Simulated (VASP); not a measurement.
Input of a VASP 6.6.1 run:

File INCAR:

```
PREC = Accurate ; ENCUT = 520
EDIFF = 1E-7 ; ISMEAR = 0
SIGMA = 0.02 ; LREAL = False
LASPH = True ; NELM = 100
ALGO = Normal ; ISIF = 2
LWAVE = False ; LCHARG = False
GGA = PE ; NBANDS = 16
```

File KPOINTS:

```
regular mesh
0
Gamma
  8 8 8
```

Contents of POSCAR:

```
InP
1.0
    0.0000000000      2.9305000000      2.9305000000
    2.9305000000      0.0000000000      2.9305000000
    2.9305000000      2.9305000000      0.0000000000
In P
1 1
Direct
    0.0000000000      0.0000000000      0.0000000000
    0.7500000000      0.7500000000      0.7500000000
```

Potentials or basis: VASP PAW PBE potentials, release 64 (In_d, P).

Command:

```console
$ cat potpaw_PBE.64/In_d/POTCAR potpaw_PBE.64/P/POTCAR > POTCAR
$ mpirun -np 1 vasp_std > vasp.out
```

(1) What does it give for the band gap on the k mesh?

(2) What does it give for the pressure?

## Answers

(1) 0.71 eV, direct.

(2) 3.3 GPa.

Caveat: spin-orbit coupling is left out, which moves the levels of the heavy elements.
